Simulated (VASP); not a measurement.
Here is a VASP 6.6.1 calculation.

The input INCAR:

```
PREC = Accurate
ENCUT = 520
EDIFF = 1E-6
ISMEAR = -1
SIGMA = 0.02
LREAL = F
LASPH = T
NELM = 80
ALGO = Normal
ISIF = 2
LWAVE = F
LCHARG = F
GGA = PE
NBANDS = 24
```

Contents of KPOINTS:

```
regular mesh
0
Gamma
  6 6 4
```

Contents of POSCAR:

```
RbBr
1.0
    5.9314906714      0.0000000000      0.0000000000
   -2.9657453357      5.1368216037      0.0000000000
    0.0000000000      0.0000000000      6.9569666335
Rb Br
2 2
Direct
    0.3333333333      0.6666666667     -0.0624917350
    0.6666666667      0.3333333333      0.4375082650
    0.3333333333      0.6666666667      0.4374917350
    0.6666666667      0.3333333333      0.9374917350
```

Potentials or basis: VASP PAW PBE potentials, release 64 (Rb_sv, Br).

The run is started by

```console
$ cat potpaw_PBE.64/Rb_sv/POTCAR potpaw_PBE.64/Br/POTCAR > POTCAR
$ mpirun -np 1 vasp_std > vasp.out
```

Estimate the pressure.

0.0 GPa.

What does it give for the band gap on the k mesh?

4.03 eV, direct.

A k mesh can miss the band edges. A hybrid or GW would open this gap; PBE tends to underestimate it.
